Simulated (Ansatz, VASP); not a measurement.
## One calculation of ZrInS3, two programs

```
CELL_PARAMETERS angstrom
3.48619 0.00000 0.00000
0.00000 3.48619 0.00000
0.00000 0.00000 10.69388
ATOMIC_POSITIONS crystal
Zr 0.50000 0.50000 0.00000
In 0.50000 0.50000 0.50000
S 0.00000 0.00000 0.13350
S 0.00000 0.00000 0.86650
S 0.00000 0.00000 0.50000
```

Alike in both runs: task relaxation of cell and atoms; functional PBE; k mesh 6 × 6 × 2; occupations gaussian, width 0.1 eV; no spin polarisation.

|  | VASP | Ansatz |
| --- | --- | --- |
| version | VASP 6.6.1 | Ansatz 0.2.0 |
| potentials or method | VASP PAW PBE potentials, release 64 (Zr_sv, In_d, S), cutoff 600 eV | scalar-relativistic, plane waves, PAW |
| valence electrons in the cell | 43 | 43 |

|  | VASP | Ansatz | Ansatz less VASP |
| --- | --- | --- | --- |
| gap on the k mesh at the Fermi level, each at its own relaxed structure (eV) | none | none | - |
| relaxed volume (Å³/atom) | 26.14 | 26.33 | +0.187 |
| relaxed length of the cell vector where the two differ most in proportion (Å) | 10.711 | 10.782 | +0.0712 |

A gap of «none» marks a metal or a gap that the smearing closes.
